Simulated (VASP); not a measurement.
# BaPm (P-6m2) in VASP: further runs

Runs on BaPm. Level: PBE. Tasks: single point.

All numbers are computed with VASP 6.6.1; they aren't measurements. Logs are shortened: lines on timing, memory, paths and dates and some standing lists are left out, and cuts for length are marked.

### Step 1. The cell of the first run

It takes space group P-6m2 (No. 187, hexagonal). The conventional cell has a = 3.887 Å, b = 3.887 Å, c = 6.389 Å, α = 90.00°, β = 90.00°, γ = 120.00°. Pm (site symmetry -6m2) has 6 Pm at 3.89 Å and 6 Ba at 3.90 Å within 5.1 Å. Within 5.1 Å of Ba (site symmetry -6m2) lie 6 Ba at 3.89 Å and 6 Pm at 3.90 Å.

### Step 2. Single point, PBE, collinear spin, ferromagnetic start

The input, INCAR:

```
SYSTEM = BaPm
ALGO     = Fast           ! electronic algorithm
EDIFF    = 1E-6           ! SCF threshold, eV
ENCUT    = 520            ! plane-wave cutoff, eV
GGA      = PE             ! functional
ISIF     = 2              ! what is computed and relaxed
ISMEAR   = -1             ! smearing method
ISPIN    = 2              ! spin polarisation
LASPH    = .TRUE.         ! aspherical terms in the spheres
LCHARG   = .TRUE.         ! write CHGCAR
LELF     = .TRUE.         ! ELF
LMAXMIX  = 6              ! l up to which the mixer works
LORBIT   = 11             ! projections on sites
LREAL    = .FALSE.        ! projectors in reciprocal space
LVHAR    = .TRUE.       
LWAVE    = .FALSE.        ! write WAVECAR
MAGMOM   = 4 0            ! initial moments
NBANDS   = 24             ! bands
NELM     = 150            ! most SCF steps
PREC     = Accurate       ! precision mode
SIGMA    = 0.05           ! smearing width, eV
```

The input, KPOINTS:

```
k-points
0
G
  8 8 4
  0 0 0
```

The input, POSCAR:

```
BaPm
1.0
    3.8865185556      0.0000000000      0.0000000000
   -1.9432592778      3.3658238014      0.0000000000
    0.0000000000      0.0000000000      6.3894718628
Pm Ba
1 1
Direct
    0.6666666667      0.3333333333      0.0000000000
    0.0000000000      0.0000000000      0.5000000000
```

Potentials or basis: VASP PAW PBE potentials, release 64 (Pm, Ba_sv).

The run is started by

```console
cat potpaw_PBE.64/Pm/POTCAR potpaw_PBE.64/Ba_sv/POTCAR > POTCAR
mpirun -np 1 vasp_std > vasp.out
```

OUTCAR:

```text
SYSTEM = BaPm
   EDIFF = 1E-6
   ENCUT = 520
   GGA = PE
   ISIF = 2
   ISMEAR = -1
   ISPIN = 2
   LASPH = .TRUE.
   LORBIT = 11
   LREAL = .FALSE.
   NELM = 150
   PREC = Accurate

 ion  position               nearest neighbor table
   1  0.667  0.333  0.000-   2 3.90   2 3.90   2 3.90   2 3.90   2 3.90   2 3.90
   2  0.000  0.000  0.500-   1 3.90   1 3.90   1 3.90   1 3.90   1 3.90   1 3.90

  LATTYP: Found a hexagonal cell.
 ALAT       =     3.8865185556
 C/A-ratio  =     1.6440090974

  Lattice vectors:

 A1 = (   3.8865185556,   0.0000000000,   0.0000000000)
 A2 = (  -1.9432592778,   3.3658238014,   0.0000000000)
 A3 = (   0.0000000000,   0.0000000000,   6.3894718628)

Analysis of symmetry for initial positions (statically):
=====================================================================
 Subroutine PRICEL returns:
 Original cell was already a primitive cell.

 Routine SETGRP: Setting up the symmetry group for a
 hexagonal supercell.

 Subroutine GETGRP returns: Found 12 space group operations
 (whereof 12 operations were pure point group operations)
 out of a pool of 24 trial point group operations.

The static configuration has the point symmetry D_3h.

Analysis of symmetry for dynamics (positions and initial velocities):
=====================================================================
 Subroutine PRICEL returns:
 Original cell was already a primitive cell.

 Routine SETGRP: Setting up the symmetry group for a
 hexagonal supercell.

 Subroutine GETGRP returns: Found 12 space group operations
 (whereof 12 operations were pure point group operations)
 out of a pool of 24 trial point group operations.

The dynamic configuration has the point symmetry D_3h.

Analysis of structural, dynamic, and magnetic symmetry:
=====================================================================
 Subroutine PRICEL returns:
 Original cell was already a primitive cell.

 Routine SETGRP: Setting up the symmetry group for a
 hexagonal supercell.

 Subroutine GETGRP returns: Found 12 space group operations
 (whereof 12 operations were pure point group operations)
 out of a pool of 24 trial point group operations.

The overall configuration has the point symmetry D_3h.

 Subroutine INISYM returns: Found 12 space group operations
 (whereof 12 operations are pure point group operations),
 and found     1 'primitive' translations

----------------------------------------------------------------------------------------

                                     Primitive cell

  volume of cell :      83.5828

  direct lattice vectors                    reciprocal lattice vectors
     3.886518556  0.000000000  0.000000000     0.257299685  0.148552042  0.000000000
    -1.943259278  3.365823801  0.000000000     0.000000000  0.297104085  0.000000000
     0.000000000  0.000000000  6.389471863     0.000000000  0.000000000  0.156507458

  length of vectors
     3.886518556  3.886518556  6.389471863     0.297104085  0.297104085  0.156507458

  position of ions in fractional coordinates (direct lattice)
     0.666666667  0.333333333  0.000000000
     0.000000000  0.000000000  0.500000000

  ion indices of the primitive-cell ions
   primitive index   ion index
                 1           1
                 2           2

----------------------------------------------------------------------------------------

 KPOINTS: k-points

Automatic generation of k-mesh.
 Grid dimensions read from file:
 generate k-points for:    8    8    4

 Generating k-lattice:

  Cartesian coordinates                     Fractional coordinates (reciprocal lattice)
     0.032162461  0.018569005  0.000000000     0.125000000  0.000000000  0.000000000
     0.000000000  0.037138011  0.000000000     0.000000000  0.125000000  0.000000000
     0.000000000  0.000000000  0.039126865     0.000000000  0.000000000  0.250000000

  Length of vectors
     0.037138011  0.037138011  0.039126865

  Shift w.r.t. Gamma in fractional coordinates (k-lattice)
     0.000000000  0.000000000  0.000000000

 Subroutine IBZKPT returns following result:
 ===========================================

 Found     30 irreducible k-points:

 Following reciprocal coordinates:
            Coordinates               Weight
  0.000000  0.000000  0.000000      1.000000
  0.125000  0.000000  0.000000      6.000000
  0.250000  0.000000  0.000000      6.000000
  0.375000  0.000000  0.000000      6.000000
  0.500000  0.000000  0.000000      3.000000
  0.125000  0.125000  0.000000      6.000000
[... 16 lines left out ...]
  0.250000  0.000000  0.500000      6.000000
  0.375000  0.000000  0.500000      6.000000
 [... further k-points ...]
   k-points           NKPTS =     30   k-points in BZ     NKDIM =     30   number of bands    NBANDS=     24
   number of dos      NEDOS =    301   number of ions     NIONS =      2
   total plane-waves  NPLWV =  43200
   dimension x,y,z NGX =    30 NGY =   30 NGZ =   48
   dimension x,y,z NGXF=    60 NGYF=   60 NGZF=   96
   ions per type =               1   1
   NGX,Y,Z   is equivalent  to a cutoff of  12.83, 12.83, 12.49 a.u.
   NGXF,Y,Z  is equivalent  to a cutoff of  25.67, 25.67, 24.98 a.u.
 SYSTEM =  BaPm
   PREC   = accura    normal or accurate (medium, high low for compatibility)
   ISTART =      0    job   : 0-new  1-cont  2-samecut
   ICHARG =      2    charge: 1-file 2-atom 10-const
   ISPIN  =      2    spin polarized calculation?
   LNONCOLLINEAR =      F non collinear calculations
   LSORBIT =      F    spin-orbit coupling
   LASPH  =      T    aspherical Exc in radial PAW
   ENCUT  =  520.0 eV  38.22 Ry    6.18 a.u.   7.23  7.23 11.88*2*pi/ulx,y,z
   NELM   =    150;   NELMIN=  2; NELMDL= -5     # of ELM steps
   EDIFF  = 0.1E-05   stopping-criterion for ELM
   LREAL  =      F    real-space projection
   EDIFFG = 0.1E-04   stopping-criterion for IOM
   NSW    =      0    number of steps for IOM
   IBRION =     -1    ionic relax: 0-MD 1-quasi-New 2-CG
   NFREE  =      0    steps in history (QN), initial steepest desc. (CG)
   ISIF   =      2    stress and relaxation
   ISYM   =      2    0-nonsym 1-usesym 2-fastsym
   POTIM  = 0.5000    time-step for ionic-motion
   TEBEG  =    0.0;   TEEND  =   0.0 temperature during run
   PSTRESS=    0.0 pullay stress
   NELECT =      25.0000    total number of electrons
   NUPDOWN=      -1.0000    fix difference up-down
   EMIN   =  10.00;   EMAX   =-10.00  energy-range for DOS
   EFERMI =   0.00;   METHOD = LEGACY
   ISMEAR =    -1;   SIGMA  =   0.05  broadening in eV -4-tet -1-fermi 0-gaus
   EFERMI_NEDOS =   21; number of points for ismear=-14 and -15
   IALGO  =     68    algorithm
   IMIX   =      4    mixing-type and parameters
     AMIX     =   0.40;   BMIX     =  1.00
     AMIX_MAG =   1.60;   BMIX_MAG =  1.00
  volume/ion in A,a.u.               =      41.79       282.02
  Fermi-wavevector in a.u.,A,eV,Ry     =   1.094836  2.068940 16.308844  1.198666
  Thomas-Fermi vector in A             =   2.231148
   LORBIT       =     11    0 simple, 1 ext, 2 COOP (PROOUT), +10 PAW based schemes
   GGA     = PE    functional components
   LHFCALC =     F    Hartree Fock is set to
   AEXX    =    0.0000 exact exchange contribution
   IVDW    =     0    specifies the selected vdW correction
   LEPSILON=     F    determine dielectric tensor
   LRPA    =     F    only Hartree local field effects (RPA)
 spin polarized calculation
 RMM-DIIS sequential band-by-band and
  energy-cutoff  :      520.00
  volume of cell :       83.58
 maximum number of plane-waves:      2268
 NGX is ok and might be reduce to    30
   NGX = 15   NGY = 15   NGZ = 23

 number of electron      25.0000000 magnetization       5.2460237

 Free energy of the ion-electron system (eV)
  ---------------------------------------------------
  ext. energy  EPLUGINS =         0.00000000
  ---------------------------------------------------
  free energy    TOTEN  =        -9.25420616 eV

  energy without entropy =       -9.17541872  energy(sigma->0) =       -9.21481244

 E-fermi :   3.9131     XC(G=0):  -8.9030

 val. band max:        3.9123175738   @ k =   0.3750   0.0000   0.5000
 cond. band min:       3.9162706665   @ k =   0.0000   0.0000   0.0000
 fundamental gap:      0.0039530927
 Fermi energy:         3.9130969576

 spin component 1

 k-point     1 :       0.0000    0.0000    0.0000
  band No.  band energies     occupation
      1     -34.9178      1.00000
      2     -24.3113      1.00000
      3     -15.4510      1.00000
      4     -15.1211      1.00000
      5     -15.1211      1.00000
      6      -9.5886      1.00000
[... 16 lines left out ...]
     23       6.6284      0.00000
     24       6.9284      0.00000
[... 598 lines left out ...]
      2     -24.1860      1.00000
      3     -15.5145      1.00000
      4     -15.3759      1.00000
      5     -15.2123      1.00000
      6      -9.9843      1.00000
[... 16 lines left out ...]
     23       7.2898      0.00000
     24       8.7559      0.00000

 [... further k-points ...]

 spin component 2

 k-point     1 :       0.0000    0.0000    0.0000
  band No.  band energies     occupation
      1     -32.7335      1.00000
      2     -24.3135      1.00000
      3     -13.9116      1.00000
      4     -13.4643      1.00000
      5     -13.4642      1.00000
      6      -9.5258      1.00000
[... 16 lines left out ...]
     23       7.4662      0.00000
     24       7.6915      0.00000
[... 598 lines left out ...]
      2     -24.1858      1.00000
      3     -13.9074      1.00000
      4     -13.8176      1.00000
      5     -13.5656      1.00000
      6     -10.0124      1.00000
[... 16 lines left out ...]
     23       8.0397      0.00000
     24       9.4866      0.00000

 [... further k-points ...]

------------------------ aborting loop because EDIFF is reached ----------------------------------------

  FORCE on cell =-STRESS in cart. coord.  units (eV):
  Direction    XX          YY          ZZ          XY          YZ          ZX
  --------------------------------------------------------------------------------------
  -------------------------------------------------------------------------------------
  Total        1.2112782      1.2112782      1.3897109      0.0000000      0.0000000      0.0000000
  in kB       23.2186733     23.2186733     26.6390021      0.0000000      0.0000000      0.0000000
  external PRESSURE =      24.3587829 kB  Pullay stress =       0.0000000 kB

 VOLUME and BASIS-vectors are now :
 -----------------------------------------------------------------------------
  energy-cutoff  :      520.00
  volume of cell :       83.58
      direct lattice vectors                 reciprocal lattice vectors
     3.886518556  0.000000000  0.000000000     0.257299685  0.148552042  0.000000000
    -1.943259278  3.365823801  0.000000000     0.000000000  0.297104085  0.000000000
     0.000000000  0.000000000  6.389471863     0.000000000  0.000000000  0.156507458

 POSITION                                       TOTAL-FORCE (eV/Angst)
 -----------------------------------------------------------------------------------
      1.94326      1.12194      0.00000         0.000000      0.000000      0.000000
      0.00000      0.00000      3.19474        -0.000000      0.000000      0.000000
 -----------------------------------------------------------------------------------
    total drift:                               -0.000000      0.000000      0.000000

  FREE ENERGIE OF THE ION-ELECTRON SYSTEM (eV)
  ---------------------------------------------------
  free  energy   TOTEN  =        -9.2542061598 eV

  energy  without entropy=       -9.1754187237  energy(sigma->0) =       -9.21481244

 total charge

# of ion       s       p       d       f       tot
--------------------------------------------------
    1        2.049   5.491   0.396   4.453  12.389
    2        2.083   5.500   0.483   0.000   8.065
--------------------------------------------------
tot          4.132  10.990   0.879   4.453  20.454

 magnetization (x)

# of ion       s       p       d       f       tot
--------------------------------------------------
    1       -0.007   0.023   0.168   4.444   4.628
    2       -0.001   0.005  -0.005   0.000  -0.001
--------------------------------------------------
tot         -0.008   0.028   0.163   4.444   4.627
```

Wall time 6.1 min (1 thread of Intel Xeon Platinum 8124M at 3.00GHz (Skylake/Cascade Lake), shared host); peak memory 0.31 GiB.

Results:

```yaml
Free_energy: -9.2542 eV
Pressure: 2.4 GPa
Net_moment: 5.25 μB per cell
Site_moments: Pm +4.63; Ba -0.00 μB
Valence_electrons_inside_the_program's_atomic_spheres: Pm 12.39; Ba 8.06
```

Stress tensor (GPa, compression positive):
```
2.32 0.00 0.00
0.00 2.32 0.00
0.00 0.00 2.66
```

Levels at points of the mesh, in eV from the Fermi level:
Spin up:
| k point | band 13 | band 14 | band 15 | band 16 | band 17 | band 18 |
| --- | --- | --- | --- | --- | --- | --- |
| (0.00, 0.00, 0.00) | -0.42 | -0.09 | -0.09 | 0.00 | 0.21 | 1.69 |
| (0.50, 0.00, 0.00) | -0.55 | -0.50 | -0.09 | 0.01 | 0.20 | 0.34 |
| (0.00, 0.00, 0.50) | -0.42 | -0.07 | -0.07 | -0.01 | 0.07 | 1.04 |
| (0.50, 0.00, 0.50) | -0.52 | -0.24 | -0.04 | 0.01 | 0.20 | 0.24 |
Spin down:
```tsv
k point	band 8	band 9	band 10	band 11	band 12	band 13
(0.00, 0.00, 0.00)	-12.89	-3.01	-1.03	2.08	2.11	2.25
(0.50, 0.00, 0.00)	-13.17	-0.85	-0.38	-0.37	1.44	2.05
(0.00, 0.00, 0.50)	-12.89	-1.75	-1.62	1.23	1.50	2.17
(0.50, 0.00, 0.50)	-13.17	-1.09	-0.87	0.55	0.70	2.40
```

Caveat: the magnetic or orbital state may not be the lowest; spin-orbit coupling is left out, which moves the levels of the heavy elements; semilocal functionals describe open f shells poorly, which spoils levels, moments and volumes.

[end of part 1 of 3]
